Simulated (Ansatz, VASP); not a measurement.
This is a calculation of Te for Ansatz 0.2.0.

File input.yaml:

```yaml
crystal:
  lattice:
    - [4.4834975484, 0.0, 0.0]
    - [-2.2417487742, 3.8828227747, 0.0]
    - [0.0, 0.0, 5.9632329314]
  atoms:
    - { symbol: Te, position: [0.731, 0.731, 0.0] }
    - { symbol: Te, position: [0.0, 0.269, 0.6666666667] }
    - { symbol: Te, position: [0.269, 0.0, 0.3333333333] }
hamiltonian:
  xc: r2scan
  pseudopotentials: { kind: paw }
kpoints:
  mp_grid: { grid: [7, 7, 5] }
scf:
  occupations: { method: fermi_dirac, width: 0.05 }
output:
  forces: true
  stress: true
  eigenvalues: true
```

Potentials or basis: Ansatz PAW.

Launch:

```console
$ ansatz run input.yaml --threads 2 --pin off --max-ram 5632MiB --backend cpu --events-out ev --progress --plain --runs-dir out
```

Q: Translate it to VASP 6.6.1. Potentials there: VASP PAW PBE potentials, release 64 (Te).

A: As run (the cutoff follows the program's own potentials):

File POSCAR:

```
Te
1.0
    4.4834975484      0.0000000000      0.0000000000
   -2.2417487742      3.8828227747      0.0000000000
    0.0000000000      0.0000000000      5.9632329314
Te
3
Direct
    0.7310000000      0.7310000000      0.0000000000
    0.0000000000      0.2690000000      0.6666666667
    0.2690000000      0.0000000000      0.3333333333
```

Contents of INCAR.step1:

```
  PREC = Accurate
  ENCUT = 520
  ISMEAR = -1
  SIGMA = 0.05
  LREAL = False
  LASPH = True
  NELM = 80
  NBANDS = 16
  GGA = PE
  ALGO = Normal
  EDIFF = 1E-4
  LWAVE = True
  LCHARG = False
```

Contents of INCAR.step2:

```
  PREC = Accurate
  ENCUT = 520
  EDIFF = 1E-6
  ISMEAR = -1
  SIGMA = 0.05
  LREAL = False
  LASPH = True
  NELM = 80
  ALGO = Normal
  ISIF = 2
  LWAVE = False
  LCHARG = False
  METAGGA = R2SCAN
  LMIXTAU = True
  NBANDS = 16
  ISTART = 1
```

File KPOINTS:

```
Automatic mesh
0
Gamma
  7 7 5
```

Potentials or basis: VASP PAW PBE potentials, release 64 (Te).

The run is started by

```console
$ cat potpaw_PBE.64/Te/POTCAR > POTCAR
$ cp INCAR.step1 INCAR
$ mpirun -np 1 vasp_std > vasp.out
$ cp INCAR.step2 INCAR
$ mpirun -np 1 vasp_std > vasp.out
```

Both were run:

|  | VASP | Ansatz | Ansatz less VASP |
| --- | --- | --- | --- |
| gap on the k mesh at the Fermi level (eV) | 0.77 | 0.77 | +0.007 |
| least direct gap on the mesh (eV) | 0.92 | 0.93 | +0.017 |
| pressure (GPa) | -0.1 | -0.1 | -0.01 |
| traceless stress, the component that is largest in VASP (GPa) | -0.24 | -0.26 | -0.026 |
| rms of the force components (eV/Å) | 0.096 | 0.110 | +0.0141 |

VASP's potentials were made for PBE, not for r2SCAN. Atom by atom the forces differ by 0.014 eV/Å (rms over components). With one functional, cell and mesh, what is left measures potentials, basis and numerics. VASP's potentials hold 18 valence electrons a cell and Ansatz's 48, so a difference there can come from the potentials and not from the codes.

Neither program's run includes spin-orbit coupling. Noted on Ansatz's run: odd divisions of the mesh miss points on the zone boundary, where band edges often lie, so the gap on the mesh can be too wide.
